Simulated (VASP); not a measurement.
Set up this calculation in VASP 6.6.1, as the native input.

```
Task                   : relaxation of cell and atoms
Functional             : LDA
Potentials or basis    : VASP PAW LDA potentials, release 64 (Re)
Cutoff                 : 600 eV
k mesh                 : 14 × 14 × 8
Occupations            : fermi-dirac, width 0.1 eV
Spin                   : no spin polarisation
Dipole correction      : no
Further INCAR settings : ALGO = Normal; EDIFF = 1e-06; IBRION = 2; EDIFFG = -0.002; NSW = 100; ISIF = 3
```

The structure of Re lies in POSCAR:

```
Re
1.0
    2.7608000000      0.0000000000      0.0000000000
   -1.3804000000      2.3909229348      0.0000000000
    0.0000000000      0.0000000000      4.4582000000
Re
2
Direct
    0.3333333333      0.6666666667      0.2500000000
    0.6666666667      0.3333333333      0.7500000000
```

One way to write it, as run:

INCAR

```
  PREC = Accurate
  ENCUT = 600
  EDIFF = 1E-6
  ISMEAR = -1
  SIGMA = 0.1
  LREAL = F
  LASPH = T
  NELM = 80
  ALGO = Normal
  ISIF = 3
  LWAVE = F
  LCHARG = F
  IBRION = 2
  NSW = 100
  EDIFFG = -0.002
```

KPOINTS

```
Automatic mesh
0
Gamma
  14 14 8
```

Potentials or basis: VASP PAW LDA potentials, release 64 (Re).

Launch:

```bash
$ cat potpaw_LDA.64/Re/POTCAR > POTCAR
$ mpirun -np 1 vasp_std > vasp.out
```

It gave:

| Property | Result |
| --- | --- |
| Relaxed volume | 14.40 Å³/atom |
| Relaxed cell | a = 2.742 Å, b = 2.742 Å, c = 4.422 Å, α = 90.00°, β = 90.00°, γ = 120.00° |
| Space group after relaxing (to 0.05 Å) | P6_3/mmc (No. 194) |
| Energy gained by relaxing | 8.6 meV/atom |
| Ionic steps | 10 |
| Pressure after relaxing | 0.0 GPa |
| Band gap on the k mesh | zero (band 7 reaches 9.71 eV, above the bottom of band 8 at 6.32 eV) |

Caveat: spin-orbit coupling is left out, which moves the levels of the heavy elements.

It took 110 s on 1 thread of Intel(R) Xeon(R) Platinum 8488C (Sapphire Rapids) (shared host), peak memory 0.19 GiB.
